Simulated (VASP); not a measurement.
A run of VASP 6.6.1:

Contents of INCAR:

```
SYSTEM = Zn4F3
  ALGO = Normal
  EDIFF = 1E-6
  ENCUT = 520
  GGA = PE
  ISIF = 2
  ISMEAR = 0
  LASPH = .TRUE.
  LCHARG = .FALSE.
  LREAL = .FALSE.
  LWAVE = .FALSE.
  NBANDS = 44
  NELM = 100
  PREC = Accurate
  SIGMA = 0.1
```

File KPOINTS:

```
k-points
0
G
  4 4 4
  0 0 0
```

POSCAR

```
Zn4F3
1.0
   -2.9523735044      2.9523735044      2.9523735044
    2.9523735044     -2.9523735044      2.9523735044
    2.9523735044      2.9523735044     -2.9523735044
Zn F
4 3
Direct
    0.5000000000      0.5000000000      0.5000000000
    0.0000000000      0.0000000000      0.5000000000
    0.0000000000      0.5000000000      0.0000000000
    0.5000000000      0.0000000000      0.0000000000
    0.0000000000      0.5000000000      0.5000000000
    0.5000000000      0.0000000000      0.5000000000
    0.5000000000      0.5000000000      0.0000000000
```

Potentials or basis: VASP PAW PBE potentials, release 64 (Zn, F).

Command:

```console
$ cat potpaw_PBE.64/Zn/POTCAR potpaw_PBE.64/F/POTCAR > POTCAR
$ mpirun -np 1 vasp_std > vasp.out
```

Hardware: 1 thread of AMD EPYC 9R45 96-Core Processor (Zen 5), with other jobs on the host.

Q: Estimate the wall time of this run.

A: Wall time 30 s on 1 thread of AMD EPYC 9R45 96-Core Processor (Zen 5) (shared host), peak memory 0.2 GiB. Counts: scf iterations 15, k points 8.
